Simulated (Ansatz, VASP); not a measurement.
**Two plane-wave programs on LiF**

File POSCAR:

```
LiF
1.0
    0.0000000000      2.0140000000      2.0140000000
    2.0140000000      0.0000000000      2.0140000000
    2.0140000000      2.0140000000      0.0000000000
F Li
1 1
Direct
    0.5000000000      0.5000000000      0.5000000000
    0.0000000000      0.0000000000      0.0000000000
```

INCAR.step1

```
SYSTEM = LiF
PREC     = Accurate       ! precision mode
ENCUT    = 520            ! plane-wave cutoff, eV
EDIFF    = 1E-5           ! SCF threshold, eV
ISMEAR   = -1             ! smearing method
SIGMA    = 0.05           ! smearing width, eV
LREAL    = .False.        ! projectors in reciprocal space
LASPH    = .True.         ! aspherical terms in the spheres
NELM     = 80             ! most SCF steps
ALGO     = Normal         ! electronic algorithm
ISIF     = 2              ! what is computed and relaxed
LWAVE    = .True.         ! write WAVECAR
NBANDS   = 12             ! bands
GGA      = PE             ! functional
```

Contents of INCAR.step2:

```
SYSTEM = LiF
PREC     = Accurate       ! precision mode
ENCUT    = 520            ! plane-wave cutoff, eV
EDIFF    = 1E-6           ! SCF threshold, eV
ISMEAR   = -1             ! smearing method
SIGMA    = 0.05           ! smearing width, eV
LREAL    = .False.        ! projectors in reciprocal space
LASPH    = .True.         ! aspherical terms in the spheres
NELM     = 80             ! most SCF steps
ALGO     = Normal         ! electronic algorithm
ISIF     = 2              ! what is computed and relaxed
LWAVE    = .False.        ! write WAVECAR
LCHARG   = .True.         ! write CHGCAR
GGA      = PE             ! functional
LHFCALC  = .True.         ! exact exchange
AEXX     = 0.25           ! exact-exchange fraction
PRECFOCK = Normal       
LELF     = .True.         ! ELF
LVHAR    = .True.       
NBANDS   = 12             ! bands
ISTART   = 1
```

The input KPOINTS:

```
Automatic mesh
0
Gamma
  7 7 7
  0 0 0
```

File input.yaml:

```yaml
crystal:
  lattice:
    - [0.0, 2.014, 2.014]
    - [2.014, 0.0, 2.014]
    - [2.014, 2.014, 0.0]
  atoms:
    - { symbol: F, position: [0.5, 0.5, 0.5] }
    - { symbol: Li, position: [0.0, 0.0, 0.0] }
hamiltonian:
  xc: { exchange: pbe, correlation: pbe, exx: { coeff: 0.25 } }
  pseudopotentials: { kind: paw }
kpoints:
  mp_grid: { grid: [7, 7, 7] }
scf:
  occupations: { method: fermi_dirac, width: 0.05 }
output:
  forces: true
  stress: true
  eigenvalues: true
```

Alike in both runs: task single point; functional PBE-based global hybrid with a share of 0.25 of exact exchange; k mesh 7 × 7 × 7; occupations fermi-dirac, width 0.05 eV; no spin polarisation.

```csv
,VASP,Ansatz
version,VASP 6.6.1,Ansatz 0.2.0
potentials or method,"VASP PAW PBE potentials, release 64 (F, Li_sv)",Ansatz PAW
plane-wave cutoff (eV),520,420
valence electrons in the cell,10,10
```

Ansatz gave:

| Property | Result |
| --- | --- |
| gap on the k mesh at the Fermi level (eV) | 12.16 |
| least direct gap on the mesh (eV) | 12.16 |

**Question.** Estimate VASP's values.

**Answer.** gap on the k mesh at the Fermi level (eV): 12.15; least direct gap on the mesh (eV): 12.15.

VASP's potentials were made for PBE, not for PBE-based global hybrid. With one functional, cell and mesh, what is left measures potentials, basis and numerics.

Noted on VASP's run: the cutoff is under 1.25 times that of the potentials, so the pressure is a little rough. Noted on Ansatz's run: odd divisions of the mesh miss points on the zone boundary, where band edges often lie, so the gap on the mesh can be too wide.
